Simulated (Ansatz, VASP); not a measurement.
## Two plane-wave programs on SnSe2

```xyz
3
Lattice="3.8189 0.0000 0.0000 -1.9095 3.3073 0.0000 0.0000 0.0000 6.1456" Properties=species:S:1:pos:R:3 pbc="T T T"
Sn    0.0000    0.0000    0.0000
Se    0.0000    2.2049    1.5860
Se    1.9095    1.1024    4.5596
```

Alike in both runs: task single point; functional PBEsol; k mesh 12 × 12 × 6; occupations gaussian, width 0.05 eV; no spin polarisation.

|  | VASP | Ansatz |
| --- | --- | --- |
| version | VASP 6.6.1 | Ansatz 0.2.0 |
| potentials or method | VASP PAW PBE potentials, release 64 (Sn_d, Se), cutoff 520 eV | scalar-relativistic, plane waves, PAW |
| valence electrons in the cell | 26 | 46 |

```csv
,VASP,Ansatz,Ansatz less VASP
gap on the k mesh at the Fermi level (eV),0.48,0.48,+0.005
least direct gap on the mesh (eV),0.97,0.98,+0.009
pressure (GPa),0.1,0.0,-0.10
rms of the force components (eV/Å),0.010,0.001,-0.0093
```

VASP's potentials were made for PBE, not for PBEsol. Atom by atom the forces differ by 0.009 eV/Å (rms over components). The functional is the same, so the differences come from potentials, cutoffs and numerics. VASP's potentials hold 26 valence electrons a cell and Ansatz's 46, so a difference there can come from the potentials and not from the codes.
